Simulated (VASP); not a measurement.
Input of a VASP 6.6.1 run:

INCAR

```
PREC = Accurate
ENCUT = 520
EDIFF = 1E-6
ISMEAR = 0
SIGMA = 0.1
LREAL = False
LASPH = True
NELM = 60
ALGO = Normal
ISIF = 2
LWAVE = False
LCHARG = False
GGA = PE
NBANDS = 46
```

The input KPOINTS:

```
Automatic mesh
0
Gamma
  3 3 3
```

POSCAR

```
Cs3Ge2S3
1.0
    3.7459984551      2.1627532179      6.4383772526
   -3.7459984551      2.1627532179      6.4383772526
    0.0000000000     -4.3255064314      6.4383772540
Cs Ge S
3 2 3
Direct
    0.5000000000      0.5000000000      0.5000000000
    0.0915558218      0.0915558218      0.0915558218
    0.9084441782      0.9084441782      0.9084441782
    0.2814922556      0.2814922556      0.2814922556
    0.7185077444      0.7185077444      0.7185077444
    0.5000000000      0.5000000000      0.0000000000
    0.0000000000      0.5000000000      0.5000000000
    0.5000000000      0.0000000000      0.5000000000
```

Potentials or basis: VASP PAW PBE potentials, release 64 (Cs_sv, Ge_d, S).

Run with:

```sh
$ cat potpaw_PBE.64/Cs_sv/POTCAR potpaw_PBE.64/Ge_d/POTCAR potpaw_PBE.64/S/POTCAR > POTCAR
$ mpirun -np 1 vasp_std > vasp.out
```

**Question.** What does it give for the band gap on the k mesh?

**Answer.** Zero (an odd number of electrons rules out a gap without spin polarisation).

**Question.** Predict the largest force.

**Answer.** 0.034 eV/Å.

**Question.** Predict the pressure.

**Answer.** 0.1 GPa.

Forces in eV/Å, atoms in the order of the input:
```
Cs   0.000  0.000  0.000
Cs   0.000  0.000 -0.034
Cs   0.000  0.000  0.034
Ge   0.000  0.000  0.032
Ge   0.000  0.000 -0.032
S    0.000  0.000  0.000
S    0.000  0.000  0.000
S    0.000  0.000  0.000
```

Caveat: spin-orbit coupling is left out, which moves the levels of the heavy elements.
